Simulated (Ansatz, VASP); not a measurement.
One calculation of SiO2, two programs

```
Si O
1.0
     4.23400    0.00000    0.00000
     0.00000    4.23400    0.00000
     0.00000    0.00000    2.69160
Si O
2 4
Direct
  0.00000 0.00000 0.00000
  0.50000 0.50000 0.50000
  0.30684 0.30684 0.00000
  0.19316 0.80684 0.50000
  0.69316 0.69316 0.00000
  0.80684 0.19316 0.50000
```

Alike in both runs: task relaxation of cell and atoms; functional PBE; k mesh 6 × 6 × 8; occupations gaussian, width 0.02 eV; no spin polarisation.

```csv
,VASP,Ansatz
version,VASP 6.6.1,Ansatz 0.2.0
potentials or method,"VASP PAW PBE potentials, release 64 (Si, O), cutoff 600 eV","scalar-relativistic, plane waves, PAW"
valence electrons in the cell,32,32
```

|  | VASP | Ansatz | Ansatz less VASP |
| --- | --- | --- | --- |
| gap on the k mesh at the Fermi level, each at its own relaxed structure (eV) | 5.04 | 5.04 | +0.002 |
| relaxed volume (Å³/atom) | 8.03 | 8.05 | +0.014 |
| relaxed cell length with the largest relative difference (Å) | 4.231 | 4.236 | +0.0055 |
